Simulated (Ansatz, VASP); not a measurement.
## Two plane-wave programs on IrO

```xyz
2
Lattice="1.7889 1.0328 2.0145 -1.7889 1.0328 2.0145 0.0000 -2.0656 2.0145" Properties=species:S:1:pos:R:3 pbc="T T T"
Ir    0.0000    0.0000    0.0000
O     0.0000    0.0000    3.0218
```

Alike in both runs: functional PBE; k mesh 24 × 24 × 24; occupations gaussian, width 0.1 eV; no spin polarisation.

Ansatz relaxed the structure, and its values are those at the end. VASP's run is a single point on that final structure, the one shown.

|  | VASP | Ansatz |
| --- | --- | --- |
| version | VASP 6.6.1 | Ansatz 0.2.0 |
| potentials or method | VASP PAW PBE potentials, release 64 (Ir, O), cutoff 520 eV | scalar-relativistic, plane waves, PAW |
| valence electrons in the cell | 15 | 23 |

|  | VASP | Ansatz | Ansatz less VASP |
| --- | --- | --- | --- |
| gap on the k mesh at the Fermi level (eV) | none | none | - |
| pressure (GPa) | 0.4 | 0.0 | -0.38 |

A gap of «none» marks a metal or a gap that the smearing closes. VASP's potentials hold 15 valence electrons a cell and Ansatz's 23, so a difference there can come from the potentials and not from the codes.

Spin-orbit coupling is off throughout.
